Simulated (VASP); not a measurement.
# MgSi (P4/mmm) in VASP: notebook

MgSi is run at these levels: r2SCAN; tasks: single point.

Everything below comes from runs of VASP 6.6.1. Logs are shortened: lines on timing, memory, paths and dates and some standing lists are left out, and cuts for length are marked.

### 1 The cell of the first run

The structure is tetragonal, space group P4/mmm (No. 123). Conventional cell: a = 2.821 Å, b = 2.821 Å, c = 3.980 Å, α = 90.00°, β = 90.00°, γ = 90.00°. Mg (site symmetry 4/mmm) has 8 Si at 2.82 Å and 4 Mg at 2.82 Å within 3.7 Å. Si (site symmetry 4/mmm) has 8 Mg at 2.82 Å and 4 Si at 2.82 Å within 3.7 Å.

### 2 Single point, r2SCAN (strain -0.030 along x and y, -0.030 along z)

The input, POSCAR:

```
MgSi
1.0
    2.8211421800      0.0000000000      0.0000000000
    0.0000000000      2.8211421800      0.0000000000
    0.0000000000      0.0000000000      3.9803241900
Mg Si
1 1
Direct
    0.0000000000      0.0000000000      0.0000000000
    0.5000000000      0.5000000000      0.5000000000
```

The input, INCAR.step1:

```
SYSTEM = MgSi
  ALGO = Normal
  EDIFF = 1E-4
  ENCUT = 520
  GGA = PE
  ISMEAR = 0
  LASPH = .True.
  LCHARG = .False.
  LREAL = .False.
  LWAVE = .True.
  NBANDS = 10
  NELM = 100
  PREC = Accurate
  SIGMA = 0.15
```

The input, INCAR.step2:

```
SYSTEM = MgSi
  ALGO = Normal
  EDIFF = 1E-6
  ENCUT = 520
  ISIF = 2
  ISMEAR = 0
  ISTART = 1
  LASPH = .True.
  LCHARG = .False.
  LMIXTAU = .True.
  LREAL = .False.
  LWAVE = .False.
  METAGGA = R2SCAN
  NBANDS = 10
  NELM = 100
  PREC = Accurate
  SIGMA = 0.15
```

The input, KPOINTS:

```
k-points
0
Gamma
  16 16 12
  0 0 0
```

Potentials or basis: VASP PAW PBE potentials, release 64 (Mg, Si).

On the command line:

```
cat potpaw_PBE.64/Mg/POTCAR potpaw_PBE.64/Si/POTCAR > POTCAR
cp INCAR.step1 INCAR
mpirun -np 1 vasp_std > vasp.out
cp INCAR.step2 INCAR
mpirun -np 1 vasp_std > vasp.out
```

OUTCAR:

```text
SYSTEM = MgSi
   EDIFF = 1E-6
   ENCUT = 520
   ISIF = 2
   ISMEAR = 0
   ISTART = 1
   LASPH = .True.
   LREAL = .False.
   METAGGA = R2SCAN
   NELM = 100
   PREC = Accurate

 ion  position               nearest neighbor table
   1  0.000  0.000  0.000-   2 2.82   2 2.82   2 2.82   2 2.82   2 2.82   2 2.82   2 2.82   2 2.82

   2  0.500  0.500  0.500-   1 2.82   1 2.82   1 2.82   1 2.82   1 2.82   1 2.82   1 2.82   1 2.82

  LATTYP: Found a simple tetragonal cell.
 ALAT       =     2.8211421800
 C/A-ratio  =     1.4108910278

  Lattice vectors:

 A1 = (   2.8211421800,   0.0000000000,   0.0000000000)
 A2 = (   0.0000000000,   2.8211421800,   0.0000000000)
 A3 = (   0.0000000000,   0.0000000000,   3.9803241900)

Analysis of symmetry for initial positions (statically):
=====================================================================
 Subroutine PRICEL returns:
 Original cell was already a primitive cell.

 Routine SETGRP: Setting up the symmetry group for a
 simple tetragonal supercell.

 Subroutine GETGRP returns: Found 16 space group operations
 (whereof 16 operations were pure point group operations)
 out of a pool of 16 trial point group operations.

The static configuration has the point symmetry D_4h.

Analysis of symmetry for dynamics (positions and initial velocities):
=====================================================================
 Subroutine PRICEL returns:
 Original cell was already a primitive cell.

 Routine SETGRP: Setting up the symmetry group for a
 simple tetragonal supercell.

 Subroutine GETGRP returns: Found 16 space group operations
 (whereof 16 operations were pure point group operations)
 out of a pool of 16 trial point group operations.

The dynamic configuration has the point symmetry D_4h.

 Subroutine INISYM returns: Found 16 space group operations
 (whereof 16 operations are pure point group operations),
 and found     1 'primitive' translations

----------------------------------------------------------------------------------------

                                     Primitive cell

  volume of cell :      31.6788

  direct lattice vectors                    reciprocal lattice vectors
     2.821142180  0.000000000  0.000000000     0.354466360  0.000000000  0.000000000
     0.000000000  2.821142180  0.000000000     0.000000000  0.354466360  0.000000000
     0.000000000  0.000000000  3.980324190     0.000000000  0.000000000  0.251235817

  length of vectors
     2.821142180  2.821142180  3.980324190     0.354466360  0.354466360  0.251235817

  position of ions in fractional coordinates (direct lattice)
     0.000000000  0.000000000  0.000000000
     0.500000000  0.500000000  0.500000000

  ion indices of the primitive-cell ions
   primitive index   ion index
                 1           1
                 2           2

----------------------------------------------------------------------------------------

 KPOINTS: k-points

Automatic generation of k-mesh.
 Grid dimensions read from file:
 generate k-points for:   16   16   12

 Generating k-lattice:

  Cartesian coordinates                     Fractional coordinates (reciprocal lattice)
     0.022154148  0.000000000  0.000000000     0.062500000  0.000000000  0.000000000
     0.000000000  0.022154148  0.000000000     0.000000000  0.062500000  0.000000000
     0.000000000  0.000000000  0.020936318     0.000000000  0.000000000  0.083333333

  Length of vectors
     0.022154148  0.022154148  0.020936318

  Shift w.r.t. Gamma in fractional coordinates (k-lattice)
     0.000000000  0.000000000  0.000000000

 Subroutine IBZKPT returns following result:
 ===========================================

 Found    315 irreducible k-points:

 Following reciprocal coordinates:
            Coordinates               Weight
  0.000000  0.000000  0.000000      1.000000
  0.062500  0.000000  0.000000      4.000000
  0.125000  0.000000  0.000000      4.000000
  0.187500  0.000000  0.000000      4.000000
  0.250000  0.000000  0.000000      4.000000
  0.312500  0.000000  0.000000      4.000000
[... 16 lines left out ...]
  0.437500  0.125000  0.000000      8.000000
  0.500000  0.125000  0.000000      4.000000
 [... further k-points ...]
   k-points           NKPTS =    315   k-points in BZ     NKDIM =    315   number of bands    NBANDS=     10
   number of dos      NEDOS =    301   number of ions     NIONS =      2
   total plane-waves  NPLWV =  17280
   dimension x,y,z NGX =    24 NGY =   24 NGZ =   30
   dimension x,y,z NGXF=    48 NGYF=   48 NGZF=   60
   ions per type =               1   1
   NGX,Y,Z   is equivalent  to a cutoff of  14.14, 14.14, 12.53 a.u.
   NGXF,Y,Z  is equivalent  to a cutoff of  28.29, 28.29, 25.06 a.u.
 SYSTEM =  MgSi
   PREC   = accura    normal or accurate (medium, high low for compatibility)
   ISTART =      1    job   : 0-new  1-cont  2-samecut
   ICHARG =      0    charge: 1-file 2-atom 10-const
   ISPIN  =      1    spin polarized calculation?
   LNONCOLLINEAR =      F non collinear calculations
   LSORBIT =      F    spin-orbit coupling
   LASPH  =      T    aspherical Exc in radial PAW
   ENCUT  =  520.0 eV  38.22 Ry    6.18 a.u.   5.25  5.25  7.40*2*pi/ulx,y,z
   NELM   =    100;   NELMIN=  2; NELMDL=  0     # of ELM steps
   EDIFF  = 0.1E-05   stopping-criterion for ELM
   LREAL  =      F    real-space projection
[... 7 lines left out ...]
   TEBEG  =    0.0;   TEEND  =   0.0 temperature during run
   PSTRESS=    0.0 pullay stress
   NELECT =       6.0000    total number of electrons
   NUPDOWN=      -1.0000    fix difference up-down
   EMIN   =  10.00;   EMAX   =-10.00  energy-range for DOS
   EFERMI =   0.00;   METHOD = LEGACY
   ISMEAR =     0;   SIGMA  =   0.15  broadening in eV -4-tet -1-fermi 0-gaus
   EFERMI_NEDOS =   21; number of points for ismear=-14 and -15
   IALGO  =     38    algorithm
   IMIX   =      4    mixing-type and parameters
     AMIX     =   0.40;   BMIX     =  1.00
     AMIX_MAG =   1.60;   BMIX_MAG =  1.00
  volume/ion in A,a.u.               =      15.84       106.89
  Fermi-wavevector in a.u.,A,eV,Ry     =   0.940161  1.776648 12.026238  0.883904
  Thomas-Fermi vector in A             =   2.067546
   LORBIT       =      0    0 simple, 1 ext, 2 COOP (PROOUT), +10 PAW based schemes
   METAGGA = R2SCAN    functional components
   LHFCALC =     F    Hartree Fock is set to
   AEXX    =    0.0000 exact exchange contribution
   IVDW    =     0    specifies the selected vdW correction
   LEPSILON=     F    determine dielectric tensor
   LRPA    =     F    only Hartree local field effects (RPA)
 non-spin polarized calculation
 Gauss-broadening in eV      SIGMA  =   0.15
  energy-cutoff  :      520.00
  volume of cell :       31.68
 maximum number of plane-waves:       888
 NGX is ok and might be reduce to    24
   NGX = 11   NGY = 11   NGZ = 15

 number of electron       6.0000000 magnetization

 Free energy of the ion-electron system (eV)
  ---------------------------------------------------
  ext. energy  EPLUGINS =         0.00000000
  ---------------------------------------------------
  free energy    TOTEN  =       -12.58782087 eV

  energy without entropy =      -12.57978500  energy(sigma->0) =      -12.58380293

 E-fermi :   7.0958     XC(G=0): -10.8503

 val. band max:        7.0816270872   @ k =   0.3125   0.3125   0.4167
 cond. band min:       7.0961451778   @ k =   0.1875   0.0000   0.1667
 fundamental gap:      0.0145180906
 Fermi energy:         7.0958361730

 k-point     1 :       0.0000    0.0000    0.0000
  band No.  band energies     occupation
      1      -5.5480      2.00000
      2       3.7247      2.00000
      3       6.1250      2.00000
      4      12.1053      0.00000
      5      12.1053      0.00000
      6      12.6965      0.00000
      7      17.1402      0.00000
      8      20.7638      0.00000
      9      20.7638      0.00000
     10      21.3404      0.00000

 k-point     2 :       0.0625    0.0000    0.0000
  band No.  band energies     occupation
      1      -5.4733      2.00000
      2       3.7899      2.00000
      3       6.1953      2.00000
      4      10.6333      0.00000
      5      12.1650      0.00000
      6      13.8112      0.00000
      7      17.6519      0.00000
      8      19.6689      0.00000
      9      20.7615      0.00000
     10      20.8345      0.00000

 k-point     3 :       0.1250    0.0000    0.0000
  band No.  band energies     occupation
      1      -5.2496      2.00000
      2       3.9847      2.00000
      3       6.3950      2.00000
      4       8.8301      0.00000
      5      12.3430      0.00000
      6      14.6718      0.00000
      7      17.8760      0.00000
      8      18.7326      0.00000
      9      19.9370      0.00000
     10      21.0459      0.00000

 k-point     4 :       0.1875    0.0000    0.0000
  band No.  band energies     occupation
      1      -4.8788      2.00000
      2       4.3063      2.00000
      3       6.5100      2.00000
      4       7.2833      0.07713
      5      12.6353      0.00000
      6      15.2890      0.00000
      7      16.0807      0.00000
      8      17.8701      0.00000
      9      21.3946      0.00000
     10      21.4173      0.00000
[... 222 lines left out ...]
 k-point    22 :       0.3750    0.1250    0.0000
  band No.  band energies     occupation
      1      -2.6576      2.00000
      2       2.4444      2.00000
      3       6.1812      2.00000
      4       8.9800      0.00000
      5      11.3835      0.00000
      6      11.8060      0.00000
      7      13.9159      0.00000
      8      16.7916      0.00000
      9      20.1101      0.00000
     10      20.3441      0.00000

 k-point    23 :       0.4375    0.1250    0.0000
  band No.  band energies     occupation
      1      -1.8490      2.00000
      2       1.2317      2.00000
      3       6.7667      1.99809
      4       9.7437      0.00000
      5      10.7971      0.00000
      6      11.9617      0.00000
      7      12.8176      0.00000
      8      15.8368      0.00000
      9      20.7020      0.00000
     10      20.8612      0.00000

 k-point    24 :       0.5000    0.1250    0.0000
  band No.  band energies     occupation
      1      -1.3692      2.00000
      2       0.6165      2.00000
      3       7.0446      1.37117
      4      10.1772      0.00000
      5      10.3779      0.00000
      6      12.2510      0.00000
      7      12.2561      0.00000
      8      15.4356      0.00000
      9      20.9826      0.00000
     10      21.0911      0.00000

 [... further k-points ...]

------------------------ aborting loop because EDIFF is reached ----------------------------------------

  FORCE on cell =-STRESS in cart. coord.  units (eV):
  Direction    XX          YY          ZZ          XY          YZ          ZX
  --------------------------------------------------------------------------------------
  -------------------------------------------------------------------------------------
  Total        1.1292459      1.1292459      0.8088183      0.0000000      0.0000000      0.0000000
  in kB       57.1124410     57.1124410     40.9065806      0.0000000      0.0000000      0.0000000
  external PRESSURE =      51.7104875 kB  Pullay stress =       0.0000000 kB

 VOLUME and BASIS-vectors are now :
 -----------------------------------------------------------------------------
  energy-cutoff  :      520.00
  volume of cell :       31.68
      direct lattice vectors                 reciprocal lattice vectors
     2.821142180  0.000000000  0.000000000     0.354466360  0.000000000  0.000000000
     0.000000000  2.821142180  0.000000000     0.000000000  0.354466360  0.000000000
     0.000000000  0.000000000  3.980324190     0.000000000  0.000000000  0.251235817

 POSITION                                       TOTAL-FORCE (eV/Angst)
 -----------------------------------------------------------------------------------
      0.00000      0.00000      0.00000         0.000000      0.000000      0.000000
      1.41057      1.41057      1.99016         0.000000      0.000000      0.000000
 -----------------------------------------------------------------------------------
    total drift:                               -0.000000     -0.000000     -0.000000

  FREE ENERGIE OF THE ION-ELECTRON SYSTEM (eV)
  ---------------------------------------------------
  free  energy   TOTEN  =       -12.5878208670 eV

  energy  without entropy=      -12.5797849987  energy(sigma->0) =      -12.58380293
```

Wall time 76 s (1 thread of Intel Xeon 6975P-C (Granite Rapids), shared host); peak memory 0.24 GiB.

Results:

* Free energy: -12.5878 eV
* Pressure: 5.2 GPa
* Band gap on the k mesh: zero (bands 3 and 4 overlap by 7.19 eV)

Caveat: the cell differs from its parent crystal (strain -0.030 along x and y, -0.030 along z); the cell stands under pressure; the PAW data sets were made with another functional, which shifts forces and pressure a little.

### 3 Single point, r2SCAN (strain +0.030 along x and y, -0.030 along z)

The input, POSCAR:

```
MgSi
1.0
    2.9956458200      0.0000000000      0.0000000000
    0.0000000000      2.9956458200      0.0000000000
    0.0000000000      0.0000000000      3.9803241900
Mg Si
1 1
Direct
    0.0000000000      0.0000000000      0.0000000000
    0.5000000000      0.5000000000      0.5000000000
```

The input, INCAR.step1:

```
ALGO     = Normal         # electronic algorithm
EDIFF    = 1E-4           # SCF threshold, eV
ENCUT    = 520            # plane-wave cutoff, eV
GGA      = PE             # functional
ISMEAR   = 0              # smearing method
LASPH    = T              # aspherical terms in the spheres
LCHARG   = F              # write CHGCAR
LREAL    = F              # projectors in reciprocal space
LWAVE    = T              # write WAVECAR
NBANDS   = 10             # bands
NELM     = 100            # most SCF steps
PREC     = Accurate       # precision mode
SIGMA    = 0.15           # smearing width, eV
```

The input, INCAR.step2:

```
ALGO     = Normal         # electronic algorithm
EDIFF    = 1E-7           # SCF threshold, eV
ENCUT    = 520            # plane-wave cutoff, eV
ISIF     = 2              # what is computed and relaxed
ISMEAR   = 0              # smearing method
ISTART   = 1            
LASPH    = T              # aspherical terms in the spheres
LCHARG   = F              # write CHGCAR
LMIXTAU  = T            
LREAL    = F              # projectors in reciprocal space
LWAVE    = F              # write WAVECAR
METAGGA  = R2SCAN         # meta-GGA
NBANDS   = 10             # bands
NELM     = 100            # most SCF steps
PREC     = Accurate       # precision mode
SIGMA    = 0.15           # smearing width, eV
```

The input, KPOINTS:

```
k-points
0
Gamma
  16 16 12
```

Potentials or basis: VASP PAW PBE potentials, release 64 (Mg, Si).

On the command line:

```
cat potpaw_PBE.64/Mg/POTCAR potpaw_PBE.64/Si/POTCAR > POTCAR
cp INCAR.step1 INCAR
mpirun -np 1 vasp_std > vasp.out
cp INCAR.step2 INCAR
mpirun -np 1 vasp_std > vasp.out
```

It took 97 s on 1 thread of Intel Xeon 6975P-C (Granite Rapids), shared host; peak memory 0.25 GiB.

Results (log left out):

| Quantity | Value |
| --- | --- |
| Free energy | -12.6222 eV |
| Pressure | -2.5 GPa |
| Band gap on the k mesh | zero (bands 3 and 4 overlap by 6.21 eV) |

Stress tensor (GPa, compression positive):
```
-2.45  0.00  0.00
 0.00 -2.45  0.00
 0.00  0.00 -2.69
```

Levels at points of the mesh, in eV from the Fermi level:
```
           k point  band 1  band 2  band 3  band 4  band 5  band 6  band 7
(0.00, 0.00, 0.00)  -11.65   -2.38   -0.05    3.97    3.97    5.31    8.30
(0.50, 0.00, 0.00)   -8.41   -6.09    0.19    3.33    3.63    5.17    6.11
(0.50, 0.50, 0.00)   -4.98   -3.43   -3.43    0.50    2.94    6.14    6.14
(0.00, 0.00, 0.50)  -10.44   -7.19    4.59    4.59    6.95    8.91    9.26
(0.50, 0.00, 0.50)   -7.31   -4.95   -4.05   -1.39    6.83   10.92   11.07
(0.50, 0.50, 0.50)   -3.75   -2.46   -2.46   -0.95    1.20    1.20    1.53
```

Caveat: the cell differs from its parent crystal (strain +0.030 along x and y, -0.030 along z); the PAW data sets were made with another functional, which shifts forces and pressure a little.
